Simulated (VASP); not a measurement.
# Sn2SeS3 (I4/mmm) in VASP: a series of runs

The runs below take Sn2SeS3 through single point, with PBE.

Program: VASP 6.6.1. These are calculated values, not measurements. Logs are shortened: lines on timing, memory, paths and dates and some standing lists are left out, and cuts for length are marked.

## 1. The cell of the first run

The structure is tetragonal, space group I4/mmm (No. 139). Conventional cell: a = 5.818 Å, b = 5.818 Å, c = 9.285 Å, α = 90.00°, β = 90.00°, γ = 90.00°. Sn (site symmetry mmm) has 2 Se at 2.91 Å and 6 S at 2.91 to 3.51 Å within 3.8 Å. Se (site symmetry 4/mmm) has 2 S at 2.68 Å and 4 Sn at 2.91 Å within 3.5 Å. Within 2.6 Å of S (site symmetry 4mm) lie 1 S at 1.96 Å. Within 2.6 Å of S (site symmetry 4/mmm) lie 2 S at 1.96 Å.

## 2. Single point, PBE

File INCAR:

```
SYSTEM = Sn2SeS3
ALGO     = Normal         ! electronic algorithm
EDIFF    = 1E-7           ! SCF threshold, eV
ENCUT    = 520            ! plane-wave cutoff, eV
GGA      = PE             ! functional
ISIF     = 2              ! what is computed and relaxed
ISMEAR   = 0              ! smearing method
LASPH    = .True.         ! aspherical terms in the spheres
LCHARG   = .False.        ! write CHGCAR
LREAL    = .False.        ! projectors in reciprocal space
LWAVE    = .False.        ! write WAVECAR
NBANDS   = 35             ! bands
NELM     = 100            ! most SCF steps
PREC     = Accurate       ! precision mode
SIGMA    = 0.1            ! smearing width, eV
```

File KPOINTS:

```
k-points
0
Gamma
  4 4 4
  0 0 0
```

File POSCAR:

```
Sn2SeS3
1.0
   -2.9087736500      2.9087736500      4.6424335500
    2.9087736500     -2.9087736500      4.6424335500
    2.9087736500      2.9087736500     -4.6424335500
Sn Se S
2 1 3
Direct
    0.5000000000      0.0000000000      0.5000000000
    0.0000000000      0.5000000000      0.5000000000
    0.5000000000      0.5000000000      0.0000000000
    0.7885305500      0.7885305500      0.0000000000
    0.2114694500      0.2114694500      0.0000000000
    0.0000000000      0.0000000000      0.0000000000
```

Potentials or basis: VASP PAW PBE potentials, release 64 (Sn_d, Se, S).

Command:

```
cat potpaw_PBE.64/Sn_d/POTCAR potpaw_PBE.64/Se/POTCAR potpaw_PBE.64/S/POTCAR > POTCAR
mpirun -np 1 vasp_std > vasp.out
```

OUTCAR:

```text
SYSTEM = Sn2SeS3
   EDIFF = 1E-7
   ENCUT = 520
   GGA = PE
   ISIF = 2
   ISMEAR = 0
   LASPH = .True.
   LREAL = .False.
   NELM = 100
   PREC = Accurate

 ion  position               nearest neighbor table
   1  0.500  0.000  0.500-   3 2.91   6 2.91   3 2.91   6 2.91
   2  0.000  0.500  0.500-   3 2.91   6 2.91   6 2.91   3 2.91
   3  0.500  0.500  0.000-   4 2.68   5 2.68   1 2.91   2 2.91   1 2.91   2 2.91
   4  0.789  0.789  0.000-   6 1.96   3 2.68
   5  0.211  0.211  0.000-   6 1.96   3 2.68
   6  0.000  0.000  0.000-   4 1.96   5 1.96   1 2.91   2 2.91   2 2.91   1 2.91

  LATTYP: Found a body centered tetragonal cell.
 ALAT       =     5.8175473000
 C/A-ratio  =     1.5960105902

  Lattice vectors:

 A1 = (  -2.9087736500,   2.9087736500,   4.6424335500)
 A2 = (   2.9087736500,  -2.9087736500,   4.6424335500)
 A3 = (   2.9087736500,   2.9087736500,  -4.6424335500)

Analysis of symmetry for initial positions (statically):
=====================================================================
 Subroutine PRICEL returns:
 Original cell was already a primitive cell.

 Routine SETGRP: Setting up the symmetry group for a
 body centered tetragonal supercell.

 Subroutine GETGRP returns: Found 16 space group operations
 (whereof 16 operations were pure point group operations)
 out of a pool of 16 trial point group operations.

The static configuration has the point symmetry D_4h.

Analysis of symmetry for dynamics (positions and initial velocities):
=====================================================================
 Subroutine PRICEL returns:
 Original cell was already a primitive cell.

 Routine SETGRP: Setting up the symmetry group for a
 body centered tetragonal supercell.

 Subroutine GETGRP returns: Found 16 space group operations
 (whereof 16 operations were pure point group operations)
 out of a pool of 16 trial point group operations.

The dynamic configuration has the point symmetry D_4h.

 Subroutine INISYM returns: Found 16 space group operations
 (whereof 16 operations are pure point group operations),
 and found     1 'primitive' translations

----------------------------------------------------------------------------------------

                                     Primitive cell

  volume of cell :     157.1179

  direct lattice vectors                    reciprocal lattice vectors
    -2.908773650  2.908773650  4.642433550     0.000000000  0.171893746  0.107702134
     2.908773650 -2.908773650  4.642433550     0.171893746  0.000000000  0.107702134
     2.908773650  2.908773650 -4.642433550     0.171893746  0.171893746  0.000000000

  length of vectors
     6.202750806  6.202750806  6.202750806     0.202847750  0.202847750  0.243094467

  position of ions in fractional coordinates (direct lattice)
     0.500000000  0.000000000  0.500000000
     0.000000000  0.500000000  0.500000000
     0.500000000  0.500000000  0.000000000
     0.788530550  0.788530550  0.000000000
     0.211469450  0.211469450  0.000000000
     0.000000000  0.000000000  0.000000000

  ion indices of the primitive-cell ions
   primitive index   ion index
                 1           1
                 2           2
                 3           3
                 4           4
                 5           5
                 6           6

----------------------------------------------------------------------------------------

 KPOINTS: k-points

Automatic generation of k-mesh.
 Grid dimensions read from file:
 generate k-points for:    4    4    4

 Generating k-lattice:

  Cartesian coordinates                     Fractional coordinates (reciprocal lattice)
     0.000000000  0.042973437  0.026925533     0.250000000  0.000000000  0.000000000
     0.042973437  0.000000000  0.026925533     0.000000000  0.250000000  0.000000000
     0.042973437  0.042973437  0.000000000     0.000000000  0.000000000  0.250000000

  Length of vectors
     0.050711938  0.050711938  0.060773617

  Shift w.r.t. Gamma in fractional coordinates (k-lattice)
     0.000000000  0.000000000  0.000000000

 Subroutine IBZKPT returns following result:
 ===========================================

 Found     13 irreducible k-points:

 Following reciprocal coordinates:
            Coordinates               Weight
  0.000000  0.000000  0.000000      1.000000
  0.250000  0.000000  0.000000      8.000000
  0.500000  0.000000  0.000000      4.000000
  0.250000  0.250000  0.000000      8.000000
  0.500000  0.250000  0.000000     16.000000
 -0.250000  0.250000  0.000000      4.000000
  0.500000  0.500000  0.000000      2.000000
  0.250000  0.250000  0.250000      2.000000
 -0.250000  0.250000  0.250000      4.000000
  0.500000  0.500000  0.250000      4.000000
 -0.250000  0.500000  0.250000      8.000000
 -0.250000 -0.250000  0.250000      2.000000
  0.500000  0.500000  0.500000      1.000000
   k-points           NKPTS =     13   k-points in BZ     NKDIM =     13   number of bands    NBANDS=     35
   number of dos      NEDOS =    301   number of ions     NIONS =      6
   total plane-waves  NPLWV = 110592
   dimension x,y,z NGX =    48 NGY =   48 NGZ =   48
   dimension x,y,z NGXF=    96 NGYF=   96 NGZF=   96
   ions per type =               2   1   3
   NGX,Y,Z   is equivalent  to a cutoff of  12.86, 12.86, 12.86 a.u.
   NGXF,Y,Z  is equivalent  to a cutoff of  25.73, 25.73, 25.73 a.u.
 SYSTEM =  Sn2SeS3
   PREC   = accura    normal or accurate (medium, high low for compatibility)
   ISTART =      0    job   : 0-new  1-cont  2-samecut
   ICHARG =      2    charge: 1-file 2-atom 10-const
   ISPIN  =      1    spin polarized calculation?
   LNONCOLLINEAR =      F non collinear calculations
   LSORBIT =      F    spin-orbit coupling
   LASPH  =      T    aspherical Exc in radial PAW
   ENCUT  =  520.0 eV  38.22 Ry    6.18 a.u.  11.53 11.53 11.53*2*pi/ulx,y,z
   NELM   =    100;   NELMIN=  2; NELMDL= -5     # of ELM steps
   EDIFF  = 0.1E-06   stopping-criterion for ELM
   LREAL  =      F    real-space projection
   EDIFFG = 0.1E-05   stopping-criterion for IOM
   NSW    =      0    number of steps for IOM
   IBRION =     -1    ionic relax: 0-MD 1-quasi-New 2-CG
   NFREE  =      0    steps in history (QN), initial steepest desc. (CG)
   ISIF   =      2    stress and relaxation
   ISYM   =      2    0-nonsym 1-usesym 2-fastsym
   POTIM  = 0.5000    time-step for ionic-motion
   TEBEG  =    0.0;   TEEND  =   0.0 temperature during run
   PSTRESS=    0.0 pullay stress
   NELECT =      52.0000    total number of electrons
   NUPDOWN=      -1.0000    fix difference up-down
   EMIN   =  10.00;   EMAX   =-10.00  energy-range for DOS
   EFERMI =   0.00;   METHOD = LEGACY
   ISMEAR =     0;   SIGMA  =   0.10  broadening in eV -4-tet -1-fermi 0-gaus
   EFERMI_NEDOS =   21; number of points for ismear=-14 and -15
   IALGO  =     38    algorithm
   IMIX   =      4    mixing-type and parameters
     AMIX     =   0.40;   BMIX     =  1.00
     AMIX_MAG =   1.60;   BMIX_MAG =  1.00
  volume/ion in A,a.u.               =      26.19       176.71
  Fermi-wavevector in a.u.,A,eV,Ry     =   1.132402  2.139930 17.447228  1.282335
  Thomas-Fermi vector in A             =   2.269103
   LORBIT       =      0    0 simple, 1 ext, 2 COOP (PROOUT), +10 PAW based schemes
   GGA     = PE    functional components
   LHFCALC =     F    Hartree Fock is set to
   AEXX    =    0.0000 exact exchange contribution
   IVDW    =     0    specifies the selected vdW correction
   LEPSILON=     F    determine dielectric tensor
   LRPA    =     F    only Hartree local field effects (RPA)
 non-spin polarized calculation
 Gauss-broadening in eV      SIGMA  =   0.10
  energy-cutoff  :      520.00
  volume of cell :      157.12
 maximum number of plane-waves:      4252
 NGX is ok and might be reduce to    48
   NGX = 23   NGY = 23   NGZ = 23

 number of electron      52.0000012 magnetization

 Free energy of the ion-electron system (eV)
  ---------------------------------------------------
  ext. energy  EPLUGINS =         0.00000000
  ---------------------------------------------------
  free energy    TOTEN  =       -20.85394044 eV

  energy without entropy =      -20.83052647  energy(sigma->0) =      -20.84223345

 E-fermi :   4.8856     XC(G=0):  -9.1646

 val. band max:        4.8787655013   @ k =   0.5000   0.5000   0.5000
 cond. band min:       4.8907955231   @ k =   0.5000   0.5000   0.2500
 fundamental gap:      0.0120300218
 Fermi energy:         4.8855770158

 k-point     1 :       0.0000    0.0000    0.0000
  band No.  band energies     occupation
      1     -17.2521      2.00000
      2     -17.2285      2.00000
      3     -17.2156      2.00000
      4     -17.2156      2.00000
      5     -17.2090      2.00000
      6     -17.2090      2.00000
[... 27 lines left out ...]
     34      10.7193      0.00000
     35      10.7245      0.00000

 k-point     2 :       0.2500    0.0000    0.0000
  band No.  band energies     occupation
      1     -17.2481      2.00000
      2     -17.2314      2.00000
      3     -17.2152      2.00000
      4     -17.2149      2.00000
      5     -17.2098      2.00000
      6     -17.2096      2.00000
[... 27 lines left out ...]
     34      10.7155      0.00000
     35      11.1797      0.00000

 k-point     3 :       0.5000    0.0000    0.0000
  band No.  band energies     occupation
      1     -17.2394      2.00000
      2     -17.2390      2.00000
      3     -17.2145      2.00000
      4     -17.2139      2.00000
      5     -17.2109      2.00000
      6     -17.2106      2.00000
[... 27 lines left out ...]
     34      10.9619      0.00000
     35      11.2486      0.00000
[... 305 lines left out ...]
 k-point    12 :      -0.2500   -0.2500    0.2500
  band No.  band energies     occupation
      1     -17.2503      2.00000
      2     -17.2304      2.00000
      3     -17.2151      2.00000
      4     -17.2151      2.00000
      5     -17.2094      2.00000
      6     -17.2093      2.00000
[... 27 lines left out ...]
     34      10.6093      0.00000
     35      11.0703      0.00000

 k-point    13 :       0.5000    0.5000    0.5000
  band No.  band energies     occupation
      1     -17.2485      2.00000
      2     -17.2324      2.00000
      3     -17.2146      2.00000
      4     -17.2146      2.00000
      5     -17.2097      2.00000
      6     -17.2097      2.00000
[... 27 lines left out ...]
     34       9.8052      0.00000
     35      10.5682      0.00000

------------------------ aborting loop because EDIFF is reached ----------------------------------------

  FORCE on cell =-STRESS in cart. coord.  units (eV):
  Direction    XX          YY          ZZ          XY          YZ          ZX
  --------------------------------------------------------------------------------------
  -------------------------------------------------------------------------------------
  Total       -0.9107915     -0.9107915     17.7393969      0.0000000      0.0000000      0.0000000
  in kB       -9.2876107     -9.2876107    180.8938870      0.0000000      0.0000000      0.0000000
  external PRESSURE =      54.1062219 kB  Pullay stress =       0.0000000 kB

 VOLUME and BASIS-vectors are now :
 -----------------------------------------------------------------------------
  energy-cutoff  :      520.00
  volume of cell :      157.12
      direct lattice vectors                 reciprocal lattice vectors
    -2.908773650  2.908773650  4.642433550     0.000000000  0.171893746  0.107702134
     2.908773650 -2.908773650  4.642433550     0.171893746  0.000000000  0.107702134
     2.908773650  2.908773650 -4.642433550     0.171893746  0.171893746  0.000000000

 POSITION                                       TOTAL-FORCE (eV/Angst)
 -----------------------------------------------------------------------------------
      0.00000      2.90877      0.00000        -0.000000     -0.000000     -0.000000
      2.90877      0.00000      0.00000        -0.000000     -0.000000      0.000000
      0.00000      0.00000      4.64243        -0.000000     -0.000000      0.000000
      0.00000      0.00000      7.32140         0.000000      0.000000     -4.265703
      0.00000      0.00000      1.96347        -0.000000     -0.000000      4.265703
      0.00000      0.00000      0.00000        -0.000000     -0.000000     -0.000000
 -----------------------------------------------------------------------------------
    total drift:                               -0.000000     -0.000000      0.000000

  FREE ENERGIE OF THE ION-ELECTRON SYSTEM (eV)
  ---------------------------------------------------
  free  energy   TOTEN  =       -20.8539404383 eV

  energy  without entropy=      -20.8305264667  energy(sigma->0) =      -20.84223345
```

Wall time 66 s (1 thread of AMD EPYC 9R14 (Zen 4), shared host); peak memory 0.32 GiB.

What came out:

* Free energy: -20.8539 eV
* Pressure: 5.4 GPa
* Largest force: 4.266 eV/Å
* Band gap on the k mesh: zero (band 26 reaches 5.00 eV, above the bottom of band 27 at 4.61 eV)

Forces on the atoms (eV/Å):
```
Sn   0.000  0.000  0.000
Sn   0.000  0.000  0.000
Se   0.000  0.000  0.000
S    0.000  0.000 -4.266
S    0.000  0.000  4.266
S    0.000  0.000  0.000
```

Levels at points of the mesh, in eV from the Fermi level:
| k point | band 23 | band 24 | band 25 | band 26 | band 27 | band 28 | band 29 | band 30 |
| --- | --- | --- | --- | --- | --- | --- | --- | --- |
| (0.00, 0.00, 0.00) | -2.93 | -1.11 | -0.12 | 0.12 | 0.26 | 0.26 | 2.07 | 3.28 |
| (0.50, 0.00, 0.00) | -2.20 | -1.18 | -1.05 | -0.58 | 0.81 | 1.22 | 1.48 | 1.73 |
| (0.50, 0.50, 0.00) | -1.06 | -0.81 | -0.32 | -0.13 | 0.35 | 0.57 | 1.00 | 1.08 |
| (0.50, 0.50, 0.50) | -2.07 | -1.22 | -0.55 | -0.55 | -0.01 | 0.04 | 1.86 | 4.00 |

Caveat: the k points lie up to 0.38 Å⁻¹ apart; spin-orbit coupling is left out, which moves the levels of the heavy elements; forces of over 1 eV/Å act on the atoms, so gaps and moduli don't describe the material at rest.

## 3. Single point, PBE

This run uses another cell than the first one, of 27.06 Å³/atom, 1.034 times its volume.

File INCAR:

```
SYSTEM = Sn2SeS3
ALGO = Normal ; EDIFF = 1E-6
ENCUT = 520 ; GGA = PE
ISIF = 2 ; ISMEAR = 0
LASPH = .TRUE. ; LCHARG = .FALSE.
LREAL = .FALSE. ; LWAVE = .FALSE.
NBANDS = 35 ; NELM = 100
PREC = Accurate ; SIGMA = 0.1
```

File KPOINTS:

```
k-points
0
G
  4 4 4
  0 0 0
```

File POSCAR:

```
Sn2SeS3
1.0
   -2.8890990640      2.8890990640      4.8636915307
    2.8890990640     -2.8890990640      4.8636915307
    2.8890990640      2.8890990640     -4.8636915307
Sn Se S
2 1 3
Direct
    0.5000000000      0.0000000000      0.5000000000
    0.0000000000      0.5000000000      0.5000000000
    0.5000000000      0.5000000000      0.0000000000
    0.7574608599      0.7574608599      0.0000000000
    0.2425391401      0.2425391401      0.0000000000
    0.0000000000      0.0000000000      0.0000000000
```

Potentials or basis: VASP PAW PBE potentials, release 64 (Sn_d, Se, S).

Command:

```
cat potpaw_PBE.64/Sn_d/POTCAR potpaw_PBE.64/Se/POTCAR potpaw_PBE.64/S/POTCAR > POTCAR
mpirun -np 1 vasp_std > vasp.out
```

Run time: 68 s. Hardware: 1 thread of AMD EPYC 9R14 (Zen 4), shared host; peak memory 0.32 GiB.

It converged, with:

* Free energy: -22.2337 eV
* Pressure: 0.0 GPa
* Largest force: 0.019 eV/Å
* Band gap on the k mesh: zero (band 26 reaches 4.43 eV, above the bottom of band 27 at 3.60 eV)

Forces in eV/Å, atoms in the order of the input:
```
Sn   0.000  0.000  0.000
Sn   0.000  0.000  0.000
Se   0.000  0.000  0.000
S    0.000  0.000  0.019
S    0.000  0.000 -0.019
S    0.000  0.000  0.000
```

Levels at points of the mesh, in eV from the Fermi level:
```tsv
k point	band 24	band 25	band 26	band 27	band 28	band 29
(0.00, 0.00, 0.00)	-0.73	-0.50	0.13	0.13	0.35	1.84
(0.50, 0.00, 0.00)	-1.12	-0.99	-0.93	1.54	1.61	1.63
(0.50, 0.50, 0.00)	-0.76	-0.06	0.02	0.37	0.44	0.73
(0.50, 0.50, 0.50)	-1.02	-0.78	-0.78	-0.69	0.48	1.91
```

Caveat: the k points lie up to 0.38 Å⁻¹ apart; spin-orbit coupling is left out, which moves the levels of the heavy elements.
